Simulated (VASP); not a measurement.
# Ga (C2/c) in VASP: relaxation of cell and atoms with PBE

Aim: the relaxation of cell and atoms of Ga with PBE.

Program: VASP 6.6.1. These are calculated values, not measurements. Logs are shortened: lines on timing, memory, paths and dates and some standing lists are left out, and cuts for length are marked.

## (1) The cell of the first run

The structure is monoclinic, space group C2/c (No. 15). Conventional cell: a = 2.766 Å, b = 8.053 Å, c = 3.332 Å, α = 90.00°, β = 92.02°, γ = 90.00°. Ga (site symmetry 2) has 10 Ga at 2.69 to 3.33 Å within 3.5 Å.

## (2) Relaxation of cell and atoms, PBE

The input, INCAR:

```
SYSTEM = Ga
PREC = Accurate ; ENCUT = 600
EDIFF = 1E-7 ; ISMEAR = 0
SIGMA = 0.1 ; LREAL = .False.
LASPH = .True. ; NELM = 100
ALGO = Normal ; ISIF = 3
LWAVE = .False. ; LCHARG = .False.
GGA = PE ; IBRION = 2
NSW = 100 ; EDIFFG = -0.005
```

The input, KPOINTS:

```
regular mesh
0
Gamma
  16 16 12
  0 0 0
```

The input, POSCAR:

```
Ga
1.0
    1.3830000000     -4.0265000000      0.0000000000
    1.3830000000      4.0265000000      0.0000000000
   -0.1174474948      0.0000000000      3.3299294416
Ga
2
Direct
    0.8690000000      0.1310000000      0.2500000000
    0.1310000000      0.8690000000      0.7500000000
```

Potentials or basis: VASP PAW PBE potentials, release 64 (Ga_d).

On the command line:

```console
$ cat potpaw_PBE.64/Ga_d/POTCAR > POTCAR
$ mpirun -np 1 vasp_std > vasp.out
```

OUTCAR:

```text
SYSTEM = Ga
   PREC = Accurate
   ENCUT = 600
   EDIFF = 1E-7
   ISMEAR = 0
   LREAL = .False.
   LASPH = .True.
   NELM = 100
   ISIF = 3
   GGA = PE
   IBRION = 2
   NSW = 100
   EDIFFG = -0.005

 ion  position               nearest neighbor table
   1  0.869  0.131  0.250-   2 2.69   2 2.69   2 2.86   2 2.86   2 2.92   2 2.92
   2  0.131  0.869  0.750-   1 2.69   1 2.69   1 2.86   1 2.86   1 2.92   1 2.92

  LATTYP: Found a base centered monoclinic cell.
 ALAT       =     2.7660000000
 B/A-ratio  =     2.9114244396
 C/A-ratio  =     1.2046276211
 COS(beta)  =    -0.0352483478

  Lattice vectors:

 A1 = (   1.3830000000,  -4.0265000000,   0.0000000000)
 A2 = (   1.3830000000,   4.0265000000,   0.0000000000)
 A3 = (  -0.1174474948,   0.0000000000,   3.3299294416)

Analysis of symmetry for initial positions (statically):
=====================================================================
 Subroutine PRICEL returns:
 Original cell was already a primitive cell.

 Routine SETGRP: Setting up the symmetry group for a
 base centered monoclinic supercell.

 Subroutine GETGRP returns: Found  4 space group operations
 (whereof  2 operations were pure point group operations)
 out of a pool of  4 trial point group operations.

The static configuration has the point symmetry S_2 .
 The point group associated with its full space group is C_2h.

Analysis of symmetry for dynamics (positions and initial velocities):
=====================================================================
 Subroutine PRICEL returns:
 Original cell was already a primitive cell.

 Routine SETGRP: Setting up the symmetry group for a
 base centered monoclinic supercell.

 Subroutine GETGRP returns: Found  4 space group operations
 (whereof  2 operations were pure point group operations)
 out of a pool of  4 trial point group operations.

The dynamic configuration has the point symmetry S_2 .
 The point group associated with its full space group is C_2h.

 Subroutine INISYM returns: Found  4 space group operations
 (whereof  2 operations are pure point group operations),
 and found     1 'primitive' translations

----------------------------------------------------------------------------------------

                                     Primitive cell

  volume of cell :      37.0864

  direct lattice vectors                    reciprocal lattice vectors
     1.383000000 -4.026500000  0.000000000     0.361532899 -0.124177325  0.012751361
     1.383000000  4.026500000  0.000000000     0.361532899  0.124177325  0.012751361
    -0.117447495  0.000000000  3.329929442     0.000000000  0.000000000  0.300306663
[... 111 lines left out ...]
   AEXX    =    0.0000 exact exchange contribution
   IVDW    =     0    specifies the selected vdW correction
   LEPSILON=     F    determine dielectric tensor
   LRPA    =     F    only Hartree local field effects (RPA)
 conjugate gradient relaxation of ions
 non-spin polarized calculation
 Gauss-broadening in eV      SIGMA  =   0.10
  energy-cutoff  :      600.00
  volume of cell :       37.09
 maximum number of plane-waves:      1265
 NGX is ok and might be reduce to    36
   NGX = 17   NGY = 17   NGZ = 13

--------------------------------------- Ionic step        1  -------------------------------------------

 number of electron      26.0000011 magnetization

 Free energy of the ion-electron system (eV)
  ---------------------------------------------------
  ext. energy  EPLUGINS =         0.00000000
  ---------------------------------------------------
  free energy    TOTEN  =        -5.77246895 eV

  energy without entropy =       -5.76882725  energy(sigma->0) =       -5.77064810

------------------------ aborting loop because EDIFF is reached ----------------------------------------

  FORCE on cell =-STRESS in cart. coord.  units (eV):
  Direction    XX          YY          ZZ          XY          YZ          ZX
  --------------------------------------------------------------------------------------
  -------------------------------------------------------------------------------------
  Total        0.3684800      0.4388601      0.4251692      0.0000000      0.0000000     -0.0236256
  in kB       15.9187737     18.9592750     18.3678123      0.0000000      0.0000000     -1.0206537
  external PRESSURE =      17.7486203 kB  Pullay stress =       0.0000000 kB
[... 89 lines left out ...]
  FREE ENERGIE OF THE ION-ELECTRON SYSTEM (eV)
  ---------------------------------------------------
  free  energy   TOTEN  =        -5.7824009698 eV

  energy  without entropy=       -5.7783653490  energy(sigma->0) =       -5.78038316

[... ionic steps 4 to 10 ...]

--------------------------------------- Ionic step       11  -------------------------------------------

 number of electron      26.0000005 magnetization

------------------------ aborting loop because EDIFF is reached ----------------------------------------
[... 67 lines left out ...]
--------------------------------------- Ionic step       13  -------------------------------------------

 number of electron      26.0000003 magnetization

 Free energy of the ion-electron system (eV)
  ---------------------------------------------------
  ext. energy  EPLUGINS =         0.00000000
  ---------------------------------------------------
  free energy    TOTEN  =        -5.78415494 eV

  energy without entropy =       -5.78071103  energy(sigma->0) =       -5.78243299

 E-fermi :   5.3800     XC(G=0): -10.8845

 val. band max:        5.3787961254   @ k =  -0.4375   0.0625   0.5000
 cond. band min:       5.3826129351   @ k =  -0.1875  -0.1875   0.2500
 fundamental gap:      0.0038168097
 Fermi energy:         5.3800137295

 k-point     1 :       0.0000    0.0000    0.0000
  band No.  band energies     occupation
      1      -9.7749      2.00000
      2      -9.7682      2.00000
      3      -9.7191      2.00000
      4      -9.7133      2.00000
      5      -9.4773      2.00000
      6      -9.4730      2.00000
[... 457 lines left out ...]
      4      -9.6984      2.00000
      5      -9.4797      2.00000
      6      -9.4793      2.00000
[... 9 lines left out ...]
     16      14.2733      0.00000
     17      14.9961      0.00000

 [... further k-points ...]

------------------------ aborting loop because EDIFF is reached ----------------------------------------

  FORCE on cell =-STRESS in cart. coord.  units (eV):
  Direction    XX          YY          ZZ          XY          YZ          ZX
  --------------------------------------------------------------------------------------
  -------------------------------------------------------------------------------------
  Total       -0.0014193     -0.0026616      0.0011275      0.0000000      0.0000000     -0.0083427
  in kB       -0.0592399     -0.1110887      0.0470589      0.0000000      0.0000000     -0.3482076
  external PRESSURE =      -0.0410899 kB  Pullay stress =       0.0000000 kB
[... 17 lines left out ...]
  FREE ENERGIE OF THE ION-ELECTRON SYSTEM (eV)
  ---------------------------------------------------
  free  energy   TOTEN  =        -5.7841549384 eV

  energy  without entropy=       -5.7807110346  energy(sigma->0) =       -5.78243299

 reached required accuracy - stopping structural energy minimisation
```

It took 55 min on 1 thread of AMD EPYC 9R45 (Zen 5), shared host; peak memory 0.61 GiB.

Results:

| Quantity | Value |
| --- | --- |
| Free energy | -5.7842 eV |
| Relaxed volume | 19.19 Å³/atom |
| Relaxed cell | a = 4.272 Å, b = 4.272 Å, c = 3.390 Å, α = 90.93°, β = 90.93°, γ = 141.60° |
| Space group after relaxing (to 0.1 Å) | C2/c (No. 15) |
| Energy gained by relaxing | 5.8 meV/atom |
| Ionic steps | 13 |
| Pressure after relaxing | 0.0 GPa |
| Largest force after relaxing | 0.005 eV/Å |
| Band gap on the k mesh | zero (bands 13 and 14 overlap by 8.06 eV) |

Forces on the atoms (eV/Å):
```
Ga   0.000 -0.005  0.000
Ga   0.000  0.005  0.000
```

Step by step:
| step | energy change (eV) | largest force (eV/Å) | pressure (GPa) | volume (Å³) |
| --- | --- | --- | --- | --- |
| 1 | 0.0000 | 0.1935 | 1.77 | 37.09 |
| 2 | -0.0095 | 0.0999 | 0.22 | 38.20 |
| 3 | -0.0099 | 0.0752 | -0.22 | 38.54 |
| 4 | -0.0099 | 0.0778 | -0.16 | 38.51 |
| 5 | -0.0107 | 0.0482 | -0.14 | 38.44 |
| 6 | -0.0110 | 0.0434 | 0.17 | 38.24 |
| 7 | -0.0112 | 0.0080 | 0.06 | 38.31 |
| 8 | -0.0114 | 0.0057 | -0.02 | 38.35 |
| 9 | -0.0115 | 0.0036 | -0.06 | 38.39 |
| 10 | -0.0114 | 0.0001 | -0.19 | 38.47 |
| 11 | -0.0115 | 0.0021 | -0.03 | 38.42 |
| 12 | -0.0116 | 0.0034 | -0.01 | 38.40 |
| 13 | -0.0117 | 0.0046 | 0.00 | 38.39 |

Final structure:
```yaml
crystal:
  lattice:
    - [1.40495, -4.03436, -0.00985]
    - [1.40495, 4.03436, -0.00985]
    - [-0.14292, 0.00000, 3.38720]
  atoms:
    - { symbol: Ga, position: [0.86586, 0.13414, 0.25000] }
    - { symbol: Ga, position: [0.13414, 0.86586, 0.75000] }
```

Levels at points of the mesh, in eV from the Fermi level:
| k point | band 9 | band 10 | band 11 | band 12 | band 13 | band 14 | band 15 | band 16 | band 17 |
| --- | --- | --- | --- | --- | --- | --- | --- | --- | --- |
| (0.00, 0.00, 0.00) | -14.80 | -14.68 | -11.03 | -1.88 | -1.59 | 1.43 | 5.20 | 9.14 | 9.93 |
| (0.50, 0.00, 0.00) | -14.73 | -14.70 | -6.03 | -5.01 | -1.30 | 0.05 | 5.38 | 6.58 | 7.83 |
| (0.50, 0.50, 0.00) | -14.77 | -14.73 | -9.04 | -8.26 | 3.62 | 4.53 | 5.50 | 5.78 | 7.17 |
| (0.00, 0.00, 0.50) | -14.74 | -14.74 | -7.71 | -7.71 | 1.69 | 1.69 | 2.56 | 2.56 | 11.05 |
| (0.50, 0.00, 0.50) | -14.70 | -14.70 | -3.03 | -2.95 | -1.68 | -1.58 | 1.66 | 2.37 | 4.12 |
| (0.50, 0.50, 0.50) | -14.80 | -14.80 | -6.03 | -6.03 | -4.21 | -4.21 | 10.26 | 10.26 | 11.74 |
